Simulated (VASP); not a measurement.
A run of VASP 6.6.1 is set up as follows.

INCAR

```
SYSTEM = Mg2ZnS3
PREC = Accurate ; ENCUT = 520
EDIFF = 1E-7 ; ISMEAR = 0
SIGMA = 0.02 ; LREAL = .False.
LASPH = .True. ; NELM = 100
ALGO = Normal ; ISIF = 2
LWAVE = .False. ; LCHARG = .False.
GGA = PE ; NBANDS = 46
```

File KPOINTS:

```
regular mesh
0
Gamma
  4 4 4
  0 0 0
```

The input POSCAR:

```
Mg2ZnS3
1.0
    5.9776987887     -3.4503436405      0.0000000000
    5.9776987887      3.4503436405      0.0000000000
    0.0000000000      0.0000000000      6.4341823743
Mg Zn S
4 2 6
Direct
    0.1662674600      0.5035823208      0.5037402881
    0.4964176792      0.8337325400      0.5037402881
    0.8337325400      0.4964176792      0.0037402881
    0.5035823208      0.1662674600      0.0037402881
    0.8366423977      0.1633576023      0.5048388059
    0.1633576023      0.8366423977      0.0048388059
    0.1558518041      0.8441481959      0.3730323116
    0.5099844493      0.1668961334      0.3873241531
    0.8331038666      0.4900155507      0.3873241531
    0.8441481959      0.1558518041      0.8730323116
    0.1668961334      0.5099844493      0.8873241531
    0.4900155507      0.8331038666      0.8873241531
```

Potentials or basis: VASP PAW PBE potentials, release 64 (Mg, Zn, S).

Launch:

```sh
$ cat potpaw_PBE.64/Mg/POTCAR potpaw_PBE.64/Zn/POTCAR potpaw_PBE.64/S/POTCAR > POTCAR
$ mpirun -np 1 vasp_std > vasp.out
```

Q: Predict the pressure.

A: -0.1 GPa.

Q: Estimate the band gap on the k mesh.

A: 2.96 eV.

Forces on the atoms (eV/Å):
```
Mg  -0.004 -0.003 -0.003
Mg   0.004 -0.003 -0.003
Mg   0.004  0.003 -0.003
Mg  -0.004  0.003 -0.003
Zn   0.000  0.006  0.003
Zn   0.000 -0.006  0.003
S    0.000 -0.025  0.012
S   -0.021  0.012 -0.004
S    0.021  0.012 -0.004
S    0.000  0.025  0.012
S   -0.021 -0.012 -0.004
S    0.021 -0.012 -0.004
```
